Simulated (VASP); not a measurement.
A run of VASP 6.6.1 is set up as follows.

File INCAR:

```
PREC = Accurate
ENCUT = 520
EDIFF = 1E-6
ISMEAR = -1
SIGMA = 0.05
LREAL = F
LASPH = T
NELM = 150
ALGO = Normal
ISIF = 2
LWAVE = F
LCHARG = F
MAGMOM = 0 0 0 0 0 0
LORBIT = 11
LSORBIT = T
GGA_COMPAT = F
LORBMOM = T
LMAXMIX = 4
GGA = PS
NBANDS = 35
```

The input KPOINTS:

```
regular mesh
0
Gamma
  8 8 8
```

The input POSCAR:

```
InPd
1.0
    3.2718847800      0.0000000000      0.0000000000
    0.0000000000      3.2718847800      0.0000000000
    0.0000000000      0.0000000000      3.2718847800
In Pd
1 1
Direct
    0.0000000000      0.0000000000      0.0000000000
    0.5000000000      0.5000000000      0.5000000000
```

Potentials or basis: VASP PAW PBE potentials, release 64 (In_d, Pd).

Launch:

```sh
$ cat potpaw_PBE.64/In_d/POTCAR potpaw_PBE.64/Pd/POTCAR > POTCAR
$ mpirun -np 1 vasp_ncl > vasp.out
```

**Question.** Estimate the pressure.

**Answer.** -2.9 GPa.

**Question.** Estimate the net moment.

**Answer.** 0.00 μB per cell.

Moments on the atoms (μB; x, y, z):
```
In  0.00 0.00 0.00
Pd  0.00 0.00 0.00
```

Caveat: the PAW data sets were made with another functional, which shifts forces and pressure a little.
